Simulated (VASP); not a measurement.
# K2NbO3 (P-6m2) in VASP: single point with PBE

Aim: the single point of K2NbO3 with PBE.

Everything below comes from runs of VASP 6.6.1. Logs are shortened: lines on timing, memory, paths and dates and some standing lists are left out, and cuts for length are marked.

### Step 1. The cell of the first run

It takes space group P-6m2 (No. 187, hexagonal). Conventional cell: a = 3.557 Å, b = 3.557 Å, c = 10.566 Å, α = 90.00°, β = 90.00°, γ = 120.00°. Within 3.6 Å of K (site symmetry 3m) lie 6 O at 2.66 Å and 7 K at 3.39 to 3.56 Å. Within 2.7 Å of Nb (site symmetry -6m2) lie 3 O at 2.05 Å. O (site symmetry -6m2) has 3 O at 2.05 Å and 6 K at 2.66 Å within 2.7 Å. O (site symmetry -6m2) has 3 O at 2.05 Å and 6 K at 2.66 Å within 2.7 Å. O (site symmetry -6m2) has 3 Nb at 2.05 Å within 2.7 Å.

The cell was built from a structure type or drawn by symmetry, and may not be a known phase.

### Step 2. Single point, PBE, collinear spin

Contents of INCAR:

```
SYSTEM = K2NbO3
  ALGO = Normal
  EDIFF = 1E-7
  ENCUT = 520
  GGA = PE
  ISIF = 2
  ISMEAR = 0
  ISPIN = 2
  LASPH = .True.
  LCHARG = .True.
  LELF = .True.
  LMAXMIX = 4
  LORBIT = 11
  LREAL = .False.
  LVHAR = .True.
  LWAVE = .False.
  MAGMOM = 0 0 0.31 0.44 0.44 0
  NBANDS = 38
  NELM = 150
  PREC = Accurate
  SIGMA = 0.1
```

Contents of KPOINTS:

```
k-points
0
Gamma
  12 12 4
  0 0 0
```

Contents of POSCAR:

```
K2NbO3
1.0
    3.5574989827      0.0000000000      0.0000000000
   -1.7787494914      3.0808844930      0.0000000000
    0.0000000000      0.0000000000     10.5658870618
K Nb O
2 1 3
Direct
    0.3333333333      0.6666666667      0.8394290575
    0.3333333333      0.6666666667      0.1605709425
    0.6666666667      0.3333333333      0.5000000000
    0.6666666667      0.3333333333      0.0000000000
    0.0000000000      0.0000000000      0.0000000000
    0.0000000000      0.0000000000      0.5000000000
```

Potentials or basis: VASP PAW PBE potentials, release 64 (K_sv, Nb_sv, O).

On the command line:

```bash
$ cat potpaw_PBE.64/K_sv/POTCAR potpaw_PBE.64/Nb_sv/POTCAR potpaw_PBE.64/O/POTCAR > POTCAR
$ mpirun -np 1 vasp_std > vasp.out
```

OUTCAR:

```text
SYSTEM = K2NbO3
   EDIFF = 1E-7
   ENCUT = 520
   GGA = PE
   ISIF = 2
   ISMEAR = 0
   ISPIN = 2
   LASPH = .True.
   LORBIT = 11
   LREAL = .False.
   NELM = 150
   PREC = Accurate

 ion  position               nearest neighbor table
   1  0.333  0.667  0.839-   4 2.66   5 2.66   4 2.66   5 2.66   5 2.66   4 2.66   2 3.39
   2  0.333  0.667  0.161-   4 2.66   5 2.66   4 2.66   5 2.66   5 2.66   4 2.66   1 3.39
   3  0.667  0.333  0.500-   6 2.05   6 2.05   6 2.05
   4  0.667  0.333  0.000-   1 2.66   2 2.66   1 2.66   2 2.66   1 2.66   2 2.66
   5  0.000  0.000  0.000-   1 2.66   2 2.66   1 2.66   2 2.66   1 2.66   2 2.66
   6  0.000  0.000  0.500-   3 2.05   3 2.05   3 2.05

  LATTYP: Found a hexagonal cell.
 ALAT       =     3.5574989827
 C/A-ratio  =     2.9700323495

  Lattice vectors:

 A1 = (   3.5574989827,   0.0000000000,   0.0000000000)
 A2 = (  -1.7787494914,   3.0808844930,   0.0000000000)
 A3 = (   0.0000000000,   0.0000000000,  10.5658870618)

Analysis of symmetry for initial positions (statically):
=====================================================================
 Subroutine PRICEL returns:
 Original cell was already a primitive cell.

 Routine SETGRP: Setting up the symmetry group for a
 hexagonal supercell.

 Subroutine GETGRP returns: Found 12 space group operations
 (whereof 12 operations were pure point group operations)
 out of a pool of 24 trial point group operations.

The static configuration has the point symmetry D_3h.

Analysis of symmetry for dynamics (positions and initial velocities):
=====================================================================
 Subroutine PRICEL returns:
 Original cell was already a primitive cell.

 Routine SETGRP: Setting up the symmetry group for a
 hexagonal supercell.

 Subroutine GETGRP returns: Found 12 space group operations
 (whereof 12 operations were pure point group operations)
 out of a pool of 24 trial point group operations.

The dynamic configuration has the point symmetry D_3h.

Analysis of structural, dynamic, and magnetic symmetry:
=====================================================================
 Subroutine PRICEL returns:
 Original cell was already a primitive cell.

 Routine SETGRP: Setting up the symmetry group for a
 hexagonal supercell.

 Subroutine GETGRP returns: Found 12 space group operations
 (whereof 12 operations were pure point group operations)
 out of a pool of 24 trial point group operations.

The overall configuration has the point symmetry D_3h.

 Subroutine INISYM returns: Found 12 space group operations
 (whereof 12 operations are pure point group operations),
 and found     1 'primitive' translations

----------------------------------------------------------------------------------------

                                     Primitive cell

  volume of cell :     115.8047

  direct lattice vectors                    reciprocal lattice vectors
     3.557498983  0.000000000  0.000000000     0.281096356  0.162291057  0.000000000
    -1.778749491  3.080884493  0.000000000     0.000000000  0.324582113  0.000000000
     0.000000000  0.000000000 10.565887062     0.000000000  0.000000000  0.094644207

  length of vectors
     3.557498983  3.557498983 10.565887062     0.324582113  0.324582113  0.094644207

  position of ions in fractional coordinates (direct lattice)
     0.333333333  0.666666667  0.839429057
     0.333333333  0.666666667  0.160570943
     0.666666667  0.333333333  0.500000000
     0.666666667  0.333333333  0.000000000
     0.000000000  0.000000000  0.000000000
     0.000000000  0.000000000  0.500000000

  ion indices of the primitive-cell ions
   primitive index   ion index
                 1           1
                 2           2
                 3           3
                 4           4
                 5           5
                 6           6

----------------------------------------------------------------------------------------

 KPOINTS: k-points

Automatic generation of k-mesh.
[... 45 lines left out ...]
  0.250000 -0.000000  0.250000     12.000000
  0.333333 -0.000000  0.250000     12.000000
 [... further k-points ...]
   k-points           NKPTS =     57   k-points in BZ     NKDIM =     57   number of bands    NBANDS=     38
   number of dos      NEDOS =    301   number of ions     NIONS =      6
   total plane-waves  NPLWV =  62720
   dimension x,y,z NGX =    28 NGY =   28 NGZ =   80
   dimension x,y,z NGXF=    56 NGYF=   56 NGZF=  160
   ions per type =               2   1   3
   NGX,Y,Z   is equivalent  to a cutoff of  13.08, 13.08, 12.59 a.u.
   NGXF,Y,Z  is equivalent  to a cutoff of  26.17, 26.17, 25.17 a.u.
 SYSTEM =  K2NbO3
   PREC   = accura    normal or accurate (medium, high low for compatibility)
   ISTART =      0    job   : 0-new  1-cont  2-samecut
   ICHARG =      2    charge: 1-file 2-atom 10-const
   ISPIN  =      2    spin polarized calculation?
   LNONCOLLINEAR =      F non collinear calculations
   LSORBIT =      F    spin-orbit coupling
   LASPH  =      T    aspherical Exc in radial PAW
   ENCUT  =  520.0 eV  38.22 Ry    6.18 a.u.   6.61  6.61 19.65*2*pi/ulx,y,z
   NELM   =    150;   NELMIN=  2; NELMDL= -5     # of ELM steps
   EDIFF  = 0.1E-06   stopping-criterion for ELM
   LREAL  =      F    real-space projection
   EDIFFG = 0.1E-05   stopping-criterion for IOM
   NSW    =      0    number of steps for IOM
   IBRION =     -1    ionic relax: 0-MD 1-quasi-New 2-CG
   NFREE  =      0    steps in history (QN), initial steepest desc. (CG)
   ISIF   =      2    stress and relaxation
   ISYM   =      2    0-nonsym 1-usesym 2-fastsym
   POTIM  = 0.5000    time-step for ionic-motion
   TEBEG  =    0.0;   TEEND  =   0.0 temperature during run
   PSTRESS=    0.0 pullay stress
   NELECT =      49.0000    total number of electrons
   NUPDOWN=      -1.0000    fix difference up-down
   EMIN   =  10.00;   EMAX   =-10.00  energy-range for DOS
   EFERMI =   0.00;   METHOD = LEGACY
   ISMEAR =     0;   SIGMA  =   0.10  broadening in eV -4-tet -1-fermi 0-gaus
   EFERMI_NEDOS =   21; number of points for ismear=-14 and -15
   IALGO  =     38    algorithm
   IMIX   =      4    mixing-type and parameters
     AMIX     =   0.40;   BMIX     =  1.00
     AMIX_MAG =   1.60;   BMIX_MAG =  1.00
  volume/ion in A,a.u.               =      19.30       130.25
  Fermi-wavevector in a.u.,A,eV,Ry     =   1.229037  2.322542 20.552020  1.510531
  Thomas-Fermi vector in A             =   2.363939
   LORBIT       =     11    0 simple, 1 ext, 2 COOP (PROOUT), +10 PAW based schemes
   GGA     = PE    functional components
   LHFCALC =     F    Hartree Fock is set to
   AEXX    =    0.0000 exact exchange contribution
   IVDW    =     0    specifies the selected vdW correction
   LEPSILON=     F    determine dielectric tensor
   LRPA    =     F    only Hartree local field effects (RPA)
 spin polarized calculation
 Gauss-broadening in eV      SIGMA  =   0.10
  energy-cutoff  :      520.00
  volume of cell :      115.80
 maximum number of plane-waves:      3172
 NGX is ok and might be reduce to    28
   NGX = 13   NGY = 13   NGZ = 39

 number of electron      49.0000001 magnetization      -0.0007691

 number of electron      49.0000001 magnetization       0.0000181

 Free energy of the ion-electron system (eV)
  ---------------------------------------------------
  ext. energy  EPLUGINS =         0.00000000
  ---------------------------------------------------
  free energy    TOTEN  =       -30.09105318 eV

  energy without entropy =      -30.04434107  energy(sigma->0) =      -30.06769712

 E-fermi :   2.8914     XC(G=0):  -9.0210

 val. band max:        2.8898103657   @ k =   0.3333   0.1667   0.0000
 cond. band min:       2.8937745451   @ k =   0.2500  -0.0000   0.2500
 fundamental gap:      0.0039641794
 Fermi energy:         2.8913896632

 spin component 1

 k-point     1 :       0.0000    0.0000    0.0000
  band No.  band energies     occupation
      1     -53.2064      1.00000
      2     -29.3144      1.00000
      3     -29.3144      1.00000
      4     -29.0409      1.00000
      5     -27.0157      1.00000
      6     -26.9633      1.00000
[... 925 lines left out ...]
     35       9.2264      0.00000
     36      10.6719      0.00000

 [... further k-points ...]

 spin component 2

 k-point     1 :       0.0000    0.0000    0.0000
  band No.  band energies     occupation
      1     -53.2064      1.00000
      2     -29.3144      1.00000
      3     -29.3144      1.00000
      4     -29.0409      1.00000
      5     -27.0157      1.00000
      6     -26.9633      1.00000
[... 925 lines left out ...]
     35       9.2265      0.00000
     36      10.6720      0.00000

 [... further k-points ...]

 [bands above 36 left out]

------------------------ aborting loop because EDIFF is reached ----------------------------------------

  FORCE on cell =-STRESS in cart. coord.  units (eV):
  Direction    XX          YY          ZZ          XY          YZ          ZX
  --------------------------------------------------------------------------------------
  -------------------------------------------------------------------------------------
  Total       -0.3447148     -0.3447148      0.1991240      0.0000000      0.0000000      0.0000000
  in kB       -4.7691873     -4.7691873      2.7549145      0.0000000      0.0000000      0.0000000
  external PRESSURE =      -2.2611533 kB  Pullay stress =       0.0000000 kB

 VOLUME and BASIS-vectors are now :
 -----------------------------------------------------------------------------
  energy-cutoff  :      520.00
  volume of cell :      115.80
      direct lattice vectors                 reciprocal lattice vectors
     3.557498983  0.000000000  0.000000000     0.281096356  0.162291057  0.000000000
    -1.778749491  3.080884493  0.000000000     0.000000000  0.324582113  0.000000000
     0.000000000  0.000000000 10.565887062     0.000000000  0.000000000  0.094644207

 POSITION                                       TOTAL-FORCE (eV/Angst)
 -----------------------------------------------------------------------------------
     -0.00000      2.05392      8.86931         0.000000     -0.000000     -0.044689
     -0.00000      2.05392      1.69657         0.000000     -0.000000      0.044689
      1.77875      1.02696      5.28294        -0.000000      0.000000      0.000000
      1.77875      1.02696      0.00000         0.000000     -0.000000      0.000000
      0.00000      0.00000      0.00000         0.000000     -0.000000      0.000000
      0.00000      0.00000      5.28294         0.000000     -0.000000      0.000000
 -----------------------------------------------------------------------------------
    total drift:                               -0.000001      0.000001      0.000000

  FREE ENERGIE OF THE ION-ELECTRON SYSTEM (eV)
  ---------------------------------------------------
  free  energy   TOTEN  =       -30.0910531786 eV

  energy  without entropy=      -30.0443410665  energy(sigma->0) =      -30.06769712

 total charge

# of ion       s       p       d       tot
------------------------------------------
    1        1.966   5.581   0.056   7.604
    2        1.966   5.581   0.056   7.604
    3        2.166   5.977   2.382  10.525
    4        1.625   3.149   0.000   4.774
    5        1.625   3.149   0.000   4.774
    6        1.567   3.435   0.000   5.002
--------------------------------------------------
tot         10.915  26.872   2.495  40.282

 magnetization (x)

# of ion       s       p       d       tot
------------------------------------------
    1       -0.000  -0.000  -0.000  -0.000
    2       -0.000  -0.000  -0.000  -0.000
    3        0.000   0.000   0.000   0.000
    4       -0.000  -0.000   0.000  -0.000
    5       -0.000  -0.000   0.000  -0.000
    6       -0.000  -0.000   0.000  -0.000
--------------------------------------------------
tot         -0.000  -0.000   0.000  -0.000
```

Run time: 11 min. Hardware: 1 thread of Oxide Virtual Turin-like, shared host; peak memory 0.5 GiB.

What came out:

```yaml
Free_energy: -30.0911 eV
Pressure: -0.2 GPa
Largest_force: 0.045 eV/Å
Net_moment: 0.00 μB per cell
Valence_electrons_inside_the_program's_atomic_spheres: K 7.60; Nb 10.53; O 4.77, 5.00 (each value once)
```

Forces in eV/Å, atoms in the order of the input:
```
K    0.000  0.000 -0.045
K    0.000  0.000  0.045
Nb   0.000  0.000  0.000
O    0.000  0.000  0.000
O    0.000  0.000  0.000
O    0.000  0.000  0.000
```
